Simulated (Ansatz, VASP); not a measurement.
**One calculation of LaOs3, two programs**

Contents of INCAR:

```
SYSTEM = LaOs3
ALGO     = Fast           ! electronic algorithm
EDIFF    = 1E-7           ! SCF threshold, eV
ENCUT    = 520            ! plane-wave cutoff, eV
GGA      = CA             ! functional
ISIF     = 2              ! what is computed and relaxed
ISMEAR   = 0              ! smearing method
LASPH    = .TRUE.         ! aspherical terms in the spheres
LCHARG   = .FALSE.        ! write CHGCAR
LREAL    = .FALSE.        ! projectors in reciprocal space
LWAVE    = .FALSE.        ! write WAVECAR
NBANDS   = 26             ! bands
NELM     = 80             ! most SCF steps
PREC     = Accurate       ! precision mode
SIGMA    = 0.05           ! smearing width, eV
```

KPOINTS

```
k-points
0
G
  8 8 8
  0 0 0
```

The input POSCAR:

```
LaOs3
1.0
    4.1470735563      0.0000000000      0.0000000000
    0.0000000000      4.1470735563      0.0000000000
    0.0000000000      0.0000000000      4.1470735563
La Os
1 3
Direct
    0.0000000000      0.0000000000      0.0000000000
    0.0000000000      0.5000000000      0.5000000000
    0.5000000000      0.5000000000      0.0000000000
    0.5000000000      0.0000000000      0.5000000000
```

Input for Ansatz:

```yaml
crystal:
  lattice:
    - [4.1470735563, 0.0, 0.0]
    - [0.0, 4.1470735563, 0.0]
    - [0.0, 0.0, 4.1470735563]
  atoms:
    - { symbol: La, position: [0.0, 0.0, 0.0] }
    - { symbol: Os, position: [0.0, 0.5, 0.5] }
    - { symbol: Os, position: [0.5, 0.5, 0.0] }
    - { symbol: Os, position: [0.5, 0.0, 0.5] }
basis:
  ecutwfc: 420
  ecutrho_ratio: 4
kpoints:
  mp_grid: { grid: [8, 8, 8] }
hamiltonian:
  xc: lda
scf:
  occupations: { method: gaussian, width: 0.05 }
output:
  forces: true
  stress: true
  eigenvalues: true
  populations: true
  hubbard: { sites: [{ species: La, l: f }] }
```

Alike in both runs: task single point; functional LDA; k mesh 8 × 8 × 8; occupations gaussian, width 0.05 eV; no spin polarisation.

```csv
,VASP,Ansatz
version,VASP 6.6.1,Ansatz 0.2.0
potentials or method,"VASP PAW LDA potentials, release 64 (La, Os), cutoff 520 eV","scalar-relativistic, plane waves, PAW"
valence electrons in the cell,35,59
```

Ansatz gave:

```
gap on the k mesh at the Fermi level (eV) : none
pressure (GPa)                            : -11.4
```

**Question.** Which values does VASP return?

**Answer.** gap on the k mesh at the Fermi level (eV): none; pressure (GPa): -11.2.

LDA's correlation is that of Perdew and Zunger in VASP and of Perdew and Wang (1992) in Ansatz. A gap of «none» marks a metal or a gap that the smearing closes. VASP's potentials hold 35 valence electrons a cell and Ansatz's 59, so a difference there can come from the potentials and not from the codes.

Neither program's run includes spin-orbit coupling.
